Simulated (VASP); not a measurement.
# Mg (Fm-3m) in VASP: further runs

Runs on Mg. Level: PBE. Tasks: single point, relaxation of cell and atoms.

All numbers are computed with VASP 6.6.1; they aren't measurements. Logs are shortened: lines on timing, memory, paths and dates and some standing lists are left out, and cuts for length are marked.

### 1 The cell of the first run

Symmetry: Fm-3m, No. 225, cubic system. Conventional cell: a = 4.525 Å, b = 4.525 Å, c = 4.525 Å, α = 90.00°, β = 90.00°, γ = 90.00°. Mg (site symmetry m-3m) has 12 Mg at 3.20 Å within 4.2 Å.

### 2 Single point, PBE

Contents of INCAR:

```
SYSTEM = Mg
PREC = Accurate ; ENCUT = 520
EDIFF = 1E-7 ; ISMEAR = -1
SIGMA = 0.1 ; LREAL = .FALSE.
LASPH = .TRUE. ; NELM = 100
ALGO = Normal ; ISIF = 2
LWAVE = .FALSE. ; LCHARG = .FALSE.
GGA = PE ; NBANDS = 7
```

Contents of KPOINTS:

```
Automatic mesh
0
G
  14 14 14
  0 0 0
```

Contents of POSCAR:

```
Mg
1.0
    0.0000000000      2.2623124468      2.2623124468
    2.2623124468      0.0000000000      2.2623124468
    2.2623124468      2.2623124468      0.0000000000
Mg
1
Direct
    0.0000000000      0.0000000000      0.0000000000
```

Potentials or basis: VASP PAW PBE potentials, release 64 (Mg).

Run with:

```
cat potpaw_PBE.64/Mg/POTCAR > POTCAR
mpirun -np 1 vasp_std > vasp.out
```

OUTCAR:

```text
SYSTEM = Mg
   PREC = Accurate
   ENCUT = 520
   EDIFF = 1E-7
   ISMEAR = -1
   LREAL = .FALSE.
   LASPH = .TRUE.
   NELM = 100
   ISIF = 2
   GGA = PE

 ion  position               nearest neighbor table
   1  0.000  0.000  0.000-

  LATTYP: Found a face centered cubic cell.
 ALAT       =     4.5246248936

  Lattice vectors:

 A1 = (   0.0000000000,   2.2623124468,   2.2623124468)
 A2 = (   2.2623124468,   0.0000000000,   2.2623124468)
 A3 = (   2.2623124468,   2.2623124468,   0.0000000000)

Analysis of symmetry for initial positions (statically):
=====================================================================
 Subroutine PRICEL returns:
 Original cell was already a primitive cell.

 Routine SETGRP: Setting up the symmetry group for a
 face centered cubic supercell.

 Subroutine GETGRP returns: Found 48 space group operations
 (whereof 48 operations were pure point group operations)
 out of a pool of 48 trial point group operations.

The static configuration has the point symmetry O_h .

Analysis of symmetry for dynamics (positions and initial velocities):
=====================================================================
 Subroutine PRICEL returns:
 Original cell was already a primitive cell.

 Routine SETGRP: Setting up the symmetry group for a
 face centered cubic supercell.

 Subroutine GETGRP returns: Found 48 space group operations
 (whereof 48 operations were pure point group operations)
 out of a pool of 48 trial point group operations.

The dynamic configuration has the point symmetry O_h .

 Subroutine INISYM returns: Found 48 space group operations
 (whereof 48 operations are pure point group operations),
 and found     1 'primitive' translations

----------------------------------------------------------------------------------------

                                     Primitive cell

  volume of cell :      23.1573

  direct lattice vectors                    reciprocal lattice vectors
     0.000000000  2.262312447  2.262312447    -0.221012796  0.221012796  0.221012796
     2.262312447  0.000000000  2.262312447     0.221012796 -0.221012796  0.221012796
     2.262312447  2.262312447  0.000000000     0.221012796  0.221012796 -0.221012796

  length of vectors
     3.199392945  3.199392945  3.199392945     0.382805392  0.382805392  0.382805392

  position of ions in fractional coordinates (direct lattice)
     0.000000000  0.000000000  0.000000000

  ion indices of the primitive-cell ions
   primitive index   ion index
                 1           1

----------------------------------------------------------------------------------------

 KPOINTS: Automatic mesh

Automatic generation of k-mesh.
 Grid dimensions read from file:
 generate k-points for:   14   14   14

 Generating k-lattice:

  Cartesian coordinates                     Fractional coordinates (reciprocal lattice)
    -0.015786628  0.015786628  0.015786628     0.071428571  0.000000000  0.000000000
     0.015786628 -0.015786628  0.015786628     0.000000000  0.071428571  0.000000000
     0.015786628  0.015786628 -0.015786628     0.000000000  0.000000000  0.071428571

  Length of vectors
     0.027343242  0.027343242  0.027343242

  Shift w.r.t. Gamma in fractional coordinates (k-lattice)
     0.000000000  0.000000000  0.000000000

 Subroutine IBZKPT returns following result:
 ===========================================

 Found    104 irreducible k-points:

 Following reciprocal coordinates:
            Coordinates               Weight
  0.000000  0.000000  0.000000      1.000000
  0.071429  0.000000  0.000000      8.000000
  0.142857  0.000000  0.000000      8.000000
  0.214286  0.000000  0.000000      8.000000
  0.285714  0.000000  0.000000      8.000000
  0.357143  0.000000  0.000000      8.000000
[... 16 lines left out ...]
  0.214286  0.142857  0.000000     24.000000
  0.285714  0.142857  0.000000     24.000000
 [... further k-points ...]
   k-points           NKPTS =    104   k-points in BZ     NKDIM =    104   number of bands    NBANDS=      7
   number of dos      NEDOS =    301   number of ions     NIONS =      1
   total plane-waves  NPLWV =  13824
   dimension x,y,z NGX =    24 NGY =   24 NGZ =   24
   dimension x,y,z NGXF=    48 NGYF=   48 NGZF=   48
   ions per type =               1
   NGX,Y,Z   is equivalent  to a cutoff of  12.47, 12.47, 12.47 a.u.
   NGXF,Y,Z  is equivalent  to a cutoff of  24.94, 24.94, 24.94 a.u.
 SYSTEM =  Mg
   PREC   = accura    normal or accurate (medium, high low for compatibility)
   ISTART =      0    job   : 0-new  1-cont  2-samecut
   ICHARG =      2    charge: 1-file 2-atom 10-const
   ISPIN  =      1    spin polarized calculation?
   LNONCOLLINEAR =      F non collinear calculations
   LSORBIT =      F    spin-orbit coupling
   LASPH  =      T    aspherical Exc in radial PAW
   ENCUT  =  520.0 eV  38.22 Ry    6.18 a.u.   5.95  5.95  5.95*2*pi/ulx,y,z
   NELM   =    100;   NELMIN=  2; NELMDL= -5     # of ELM steps
   EDIFF  = 0.1E-06   stopping-criterion for ELM
   LREAL  =      F    real-space projection
   EDIFFG = 0.1E-05   stopping-criterion for IOM
   NSW    =      0    number of steps for IOM
   IBRION =     -1    ionic relax: 0-MD 1-quasi-New 2-CG
   NFREE  =      0    steps in history (QN), initial steepest desc. (CG)
   ISIF   =      2    stress and relaxation
   ISYM   =      2    0-nonsym 1-usesym 2-fastsym
   POTIM  = 0.5000    time-step for ionic-motion
   TEBEG  =    0.0;   TEEND  =   0.0 temperature during run
   PSTRESS=    0.0 pullay stress
   NELECT =       2.0000    total number of electrons
   NUPDOWN=      -1.0000    fix difference up-down
   EMIN   =  10.00;   EMAX   =-10.00  energy-range for DOS
   EFERMI =   0.00;   METHOD = LEGACY
   ISMEAR =    -1;   SIGMA  =   0.10  broadening in eV -4-tet -1-fermi 0-gaus
   EFERMI_NEDOS =   21; number of points for ismear=-14 and -15
   IALGO  =     38    algorithm
   IMIX   =      4    mixing-type and parameters
     AMIX     =   0.40;   BMIX     =  1.00
     AMIX_MAG =   1.60;   BMIX_MAG =  1.00
  volume/ion in A,a.u.               =      23.16       156.27
  Fermi-wavevector in a.u.,A,eV,Ry     =   0.723639  1.367480  7.124746  0.523654
  Thomas-Fermi vector in A             =   1.813907
   LORBIT       =      0    0 simple, 1 ext, 2 COOP (PROOUT), +10 PAW based schemes
   GGA     = PE    functional components
   LHFCALC =     F    Hartree Fock is set to
   AEXX    =    0.0000 exact exchange contribution
   IVDW    =     0    specifies the selected vdW correction
   LEPSILON=     F    determine dielectric tensor
   LRPA    =     F    only Hartree local field effects (RPA)
 non-spin polarized calculation
  energy-cutoff  :      520.00
  volume of cell :       23.16
 maximum number of plane-waves:       637
   NGX = 11   NGY = 11   NGZ = 11

 number of electron       2.0000000 magnetization

 Free energy of the ion-electron system (eV)
  ---------------------------------------------------
  ext. energy  EPLUGINS =         0.00000000
  ---------------------------------------------------
  free energy    TOTEN  =        -1.50371471 eV

  energy without entropy =       -1.49084526  energy(sigma->0) =       -1.49727998

 E-fermi :   2.5623     XC(G=0):  -8.4644

 val. band max:        2.5304132347   @ k =   0.5000   0.1429   0.0000
 cond. band min:       2.6309869271   @ k =  -0.4286   0.4286   0.0000
 fundamental gap:      0.1005736924
 Fermi energy:         2.5623397020

 k-point     1 :       0.0000    0.0000    0.0000
  band No.  band energies     occupation
      1      -4.3065      2.00000
      2      14.8825      0.00000
      3      14.8825      0.00000
      4      14.8825      0.00000
      5      16.7684      0.00000
      6      16.7684      0.00000
      7      16.7684      0.00000

 k-point     2 :       0.0714    0.0000    0.0000
  band No.  band energies     occupation
      1      -4.1937      2.00000
      2      13.2013      0.00000
      3      14.6203      0.00000
      4      14.6203      0.00000
      5      16.7881      0.00000
      6      17.2211      0.00000
      7      17.2211      0.00000

 k-point     3 :       0.1429    0.0000    0.0000
  band No.  band energies     occupation
      1      -3.8561      2.00000
      2      10.8597      0.00000
      3      14.1814      0.00000
      4      14.1814      0.00000
      5      16.4691      0.00000
      6      18.2200      0.00000
      7      18.2200      0.00000

 k-point     4 :       0.2143    0.0000    0.0000
  band No.  band energies     occupation
      1      -3.2960      2.00000
      2       8.5847      0.00000
      3      13.8300      0.00000
      4      13.8300      0.00000
      5      16.1489      0.00000
      6      17.5083      0.00000
      7      17.5083      0.00000

 k-point     5 :       0.2857    0.0000    0.0000
  band No.  band energies     occupation
      1      -2.5173      2.00000
      2       6.4515      0.00000
      3      13.6284      0.00000
      4      13.6284      0.00000
      5      15.9441      0.00000
      6      16.4281      0.00000
      7      16.4281      0.00000

 k-point     6 :       0.3571    0.0000    0.0000
  band No.  band energies     occupation
      1      -1.5254      2.00000
      2       4.4858      0.00000
      3      13.5880      0.00000
      4      13.5880      0.00000
      5      15.5377      0.00000
      6      15.5377      0.00000
      7      15.8939      0.00000

 k-point     7 :       0.4286    0.0000    0.0000
  band No.  band energies     occupation
      1      -0.3292      2.00000
      2       2.7036      0.39166
      3      13.6896      0.00000
      4      13.6896      0.00000
      5      14.8739      0.00000
      6      14.8739      0.00000
      7      15.9740      0.00000

 k-point     8 :       0.5000    0.0000    0.0000
  band No.  band energies     occupation
      1       0.8878      2.00000
      2       1.2910      1.99999
      3      13.7981      0.00000
      4      13.7981      0.00000
      5      14.5776      0.00000
      6      14.5776      0.00000
      7      16.0490      0.00000

 k-point     9 :       0.0714    0.0714    0.0000
  band No.  band energies     occupation
      1      -4.1562      2.00000
      2      13.7984      0.00000
      3      13.9122      0.00000
      4      13.9122      0.00000
      5      16.2882      0.00000
      6      17.9880      0.00000
      7      17.9880      0.00000

 k-point    10 :       0.1429    0.0714    0.0000
  band No.  band energies     occupation
      1      -3.8936      2.00000
      2      11.6708      0.00000
      3      13.3064      0.00000
      4      14.0297      0.00000
      5      16.4143      0.00000
      6      17.4957      0.00000
      7      17.9519      0.00000

 k-point    11 :       0.2143    0.0714    0.0000
  band No.  band energies     occupation
      1      -3.4078      2.00000
      2       9.3969      0.00000
      3      12.8606      0.00000
      4      13.7832      0.00000
      5      16.1200      0.00000
      6      17.4981      0.00000
      7      17.6572      0.00000
[... 51 lines left out ...]
 k-point    17 :      -0.3571    0.0714    0.0000
  band No.  band energies     occupation
      1      -1.0517      2.00000
      2       3.9606      0.00000
      3      11.7298      0.00000
      4      13.9763      0.00000
      5      15.0853      0.00000
      6      15.2947      0.00000
      7      16.9320      0.00000

 k-point    18 :      -0.2857    0.0714    0.0000
  band No.  band energies     occupation
      1      -2.1119      2.00000
      2       5.8611      0.00000
      3      11.7108      0.00000
      4      14.6517      0.00000
      5      15.2076      0.00000
      6      16.1072      0.00000
      7      16.9320      0.00000

 k-point    19 :      -0.2143    0.0714    0.0000
  band No.  band energies     occupation
      1      -2.9615      2.00000
      2       7.9270      0.00000
      3      11.8858      0.00000
      4      14.9609      0.00000
      5      16.0423      0.00000
      6      16.7894      0.00000
      7      17.3862      0.00000

 k-point    20 :      -0.1429    0.0714    0.0000
  band No.  band energies     occupation
      1      -3.5943      2.00000
      2      10.1162      0.00000
      3      12.2705      0.00000
      4      15.1783      0.00000
      5      17.1099      0.00000
      6      17.2376      0.00000
      7      17.6846      0.00000

 k-point    21 :      -0.0714    0.0714    0.0000
  band No.  band energies     occupation
      1      -4.0060      2.00000
      2      12.1668      0.00000
      3      13.0501      0.00000
      4      15.1747      0.00000
      5      16.9876      0.00000
      6      17.1972      0.00000
      7      17.9162      0.00000

 k-point    22 :       0.1429    0.1429    0.0000
  band No.  band energies     occupation
      1      -3.7064      2.00000
      2      12.2957      0.00000
      3      12.6010      0.00000
      4      12.6010      0.00000
      5      15.0360      0.00000
      6      16.1805      0.00000
      7      20.0207      0.00000

 k-point    23 :       0.2143    0.1429    0.0000
  band No.  band energies     occupation
      1      -3.2960      2.00000
      2      10.3229      0.00000
      3      12.0770      0.00000
      4      12.7622      0.00000
      5      14.2889      0.00000
      6      15.6635      0.00000
      7      20.1763      0.00000

 k-point    24 :       0.2857    0.1429    0.0000
  band No.  band energies     occupation
      1      -2.6651      2.00000
      2       8.1684      0.00000
      3      11.7381      0.00000
      4      12.4490      0.00000
      5      13.4340      0.00000
      6      16.5675      0.00000
      7      19.7854      0.00000

 [... further k-points ...]

------------------------ aborting loop because EDIFF is reached ----------------------------------------

  FORCE on cell =-STRESS in cart. coord.  units (eV):
  Direction    XX          YY          ZZ          XY          YZ          ZX
  --------------------------------------------------------------------------------------
  -------------------------------------------------------------------------------------
  Total       -0.0147639     -0.0147639     -0.0147639      0.0000000      0.0000000     -0.0000000
  in kB       -1.0214689     -1.0214689     -1.0214689      0.0000000      0.0000000     -0.0000000
  external PRESSURE =      -1.0214689 kB  Pullay stress =       0.0000000 kB

 VOLUME and BASIS-vectors are now :
 -----------------------------------------------------------------------------
  energy-cutoff  :      520.00
  volume of cell :       23.16
      direct lattice vectors                 reciprocal lattice vectors
     0.000000000  2.262312447  2.262312447    -0.221012796  0.221012796  0.221012796
     2.262312447  0.000000000  2.262312447     0.221012796 -0.221012796  0.221012796
     2.262312447  2.262312447  0.000000000     0.221012796  0.221012796 -0.221012796

 POSITION                                       TOTAL-FORCE (eV/Angst)
 -----------------------------------------------------------------------------------
      0.00000      0.00000      0.00000        -0.000000     -0.000000     -0.000000
 -----------------------------------------------------------------------------------
    total drift:                               -0.000000      0.000000      0.000000

  FREE ENERGIE OF THE ION-ELECTRON SYSTEM (eV)
  ---------------------------------------------------
  free  energy   TOTEN  =        -1.5037147118 eV

  energy  without entropy=       -1.4908452556  energy(sigma->0) =       -1.49727998
```

Wall time 6.1 s (1 thread of Intel Xeon Platinum 8488C (Sapphire Rapids), shared host); peak memory 0.14 GiB.

Results:

| Quantity | Value |
| --- | --- |
| Free energy | -1.5037 eV |
| Pressure | -0.1 GPa |
| Band gap on the k mesh | zero (band 1 reaches 3.58 eV, above the bottom of band 2 at 1.29 eV) |

Levels at points of the mesh, in eV from the Fermi level:
```
           k point  band 1  band 2  band 3  band 4  band 5  band 6
(0.00, 0.00, 0.00)   -6.87   12.32   12.32   12.32   14.21   14.21
(0.50, 0.00, 0.00)   -1.67   -1.27   11.24   11.24   12.02   12.02
(0.50, 0.50, 0.00)   -0.20    0.81    6.09    6.92    6.92    9.72
```

(Continued in part 2 of 3.)
